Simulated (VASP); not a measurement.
In:

```
In
1.0
    -1.69471    1.69471    2.29737
     1.69471   -1.69471    2.29737
     1.69471    1.69471   -2.29737
In
1
Direct
  0.00000 0.00000 0.00000
```

```yaml
Program: VASP 6.6.1
Task: relaxation of cell and atoms
Functional: PBE
Potentials_or_basis: VASP PAW PBE potentials, release 64 (In_d)
Cutoff: 600 eV
k_mesh: 18 × 18 × 18
Occupations: gaussian, width 0.1 eV
Spin: no spin polarisation
```

At the start: pressure 1.5 GPa; volume 26.39 Å³/atom.

Question: Where does the relaxation end?

Answer: Over 16 steps the energy falls by 6.6 meV/atom and the volume is 27.49 Å³/atom (+4.2 %); space group I4/mmm (No. 139, to 0.1 Å) before, Fm-3m (No. 225, to 0.1 Å).

Step by step:
```tsv
step	energy change (eV)	largest force (eV/Å)	pressure (GPa)	volume (Å³)
1	0.0000	0.0000	1.54	26.39
2	-0.0053	0.0000	0.09	27.38
3	-0.0054	0.0000	-0.01	27.46
4	-0.0054	0.0000	-0.02	27.48
5	-0.0054	0.0000	-0.09	27.52
6	-0.0057	0.0000	-0.08	27.53
7	-0.0064	0.0000	-0.12	27.56
8	-0.0063	0.0000	-0.17	27.61
9	-0.0066	0.0000	-0.06	27.58
10	-0.0066	0.0000	-0.14	27.59
11	-0.0066	0.0000	0.15	27.38
12	-0.0066	0.0000	-0.03	27.48
13	-0.0066	0.0000	0.04	27.46
14	-0.0066	0.0000	0.02	27.47
15	-0.0066	0.0000	0.01	27.47
16	-0.0066	0.0000	0.00	27.49
```

Final structure:
```yaml
crystal:
  lattice:
    - [-1.69535, 1.69535, 2.39120]
    - [1.69535, -1.69535, 2.39120]
    - [1.69535, 1.69535, -2.39120]
  atoms:
    - { symbol: In, position: [0.00000, 0.00000, 0.00000] }
```
